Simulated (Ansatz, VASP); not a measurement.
**Two plane-wave programs on MgO**

INCAR

```
SYSTEM = MgO
ALGO = Normal ; EDIFF = 1E-6
ENCUT = 520 ; GGA = PS
ISIF = 2 ; ISMEAR = 0
LASPH = .True. ; LCHARG = .False.
LREAL = .False. ; LWAVE = .False.
NBANDS = 11 ; NELM = 60
PREC = Accurate ; SIGMA = 0.05
```

File KPOINTS:

```
k-points
0
Gamma
  10 10 10
  0 0 0
```

POSCAR

```
MgO
1.0
    0.0000000000      2.1071057205      2.1597833635
    2.1071057205      0.0000000000      2.1597833635
    2.1071057205      2.1071057205      0.0000000000
Mg O
1 1
Direct
    0.0000000000      0.0000000000      0.0000000000
    0.5000000000      0.5000000000      0.5000000000
```

Input for Ansatz:

```yaml
crystal:
  lattice:
    - [0.0, 2.1071057205, 2.1597833635]
    - [2.1071057205, 0.0, 2.1597833635]
    - [2.1071057205, 2.1071057205, 0.0]
  atoms:
    - { symbol: Mg, position: [0.0, 0.0, 0.0] }
    - { symbol: O, position: [0.5, 0.5, 0.5] }
basis:
  ecutwfc: 420
kpoints:
  mp_grid: { grid: [10, 10, 10] }
hamiltonian:
  xc: pbesol
scf:
  occupations: { method: gaussian, width: 0.05 }
output:
  forces: true
  stress: true
  eigenvalues: true
```

Change from the starting cell: strain +0.000 along x and y, +0.025 along z, atoms carried along.

Alike in both runs: task single point; functional PBEsol; k mesh 10 × 10 × 10; occupations gaussian, width 0.05 eV; no spin polarisation.

|  | VASP | Ansatz |
| --- | --- | --- |
| version | VASP 6.6.1 | Ansatz 0.2.0 |
| potentials or method | VASP PAW PBE potentials, release 64 (Mg, O), cutoff 520 eV | scalar-relativistic, plane waves, PAW |
| valence electrons in the cell | 8 | 16 |

Ansatz gave:

| Item | Value |
| --- | --- |
| gap on the k mesh at the Fermi level (eV) | 4.35 |
| least direct gap on the mesh (eV) | 4.35 |
| pressure (GPa) | -3.5 |
| traceless stress, the component that is largest in VASP (GPa) | -2.75 |

Question: Estimate VASP's values.

Answer: gap on the k mesh at the Fermi level (eV): 4.35; least direct gap on the mesh (eV): 4.35; pressure (GPa): -4.1; traceless stress, the component that is largest in VASP (GPa): -2.77.

VASP's potentials were made for PBE, not for PBEsol. VASP's potentials hold 8 valence electrons a cell and Ansatz's 16, so a difference there can come from the potentials and not from the codes.
